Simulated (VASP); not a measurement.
Input of a VASP 6.6.1 run:

Contents of INCAR:

```
ALGO = Normal
EDIFF = 1E-7
ENCUT = 520
GGA = CA
ISIF = 2
ISMEAR = 0
LASPH = T
LCHARG = F
LREAL = F
LWAVE = F
NBANDS = 24
NELM = 80
PREC = Accurate
SIGMA = 0.05
```

The input KPOINTS:

```
k-points
0
Gamma
  6 6 4
```

Contents of POSCAR:

```
KBr
1.0
    3.9257624872      0.0000000000      0.0000000000
    0.0000000000      3.9257624872      0.0000000000
    0.0000000000      0.0000000000      7.8515249743
K Br
2 2
Direct
    0.0000000000      0.0000000000      0.0000000000
    0.0000000000      0.0000000000      0.5000000000
    0.5000000000      0.5000000000      0.2500000000
    0.5000000000      0.5000000000      0.7500000000
```

Potentials or basis: VASP PAW LDA potentials, release 64 (K_sv, Br).

Command:

```console
$ cat potpaw_LDA.64/K_sv/POTCAR potpaw_LDA.64/Br/POTCAR > POTCAR
$ mpirun -np 1 vasp_std > vasp.out
```

Problem. Predict the pressure.

Solution. -1.5 GPa.

Problem. What does it give for the band gap on the k mesh?

Solution. 3.76 eV.

A k mesh can miss the band edges.
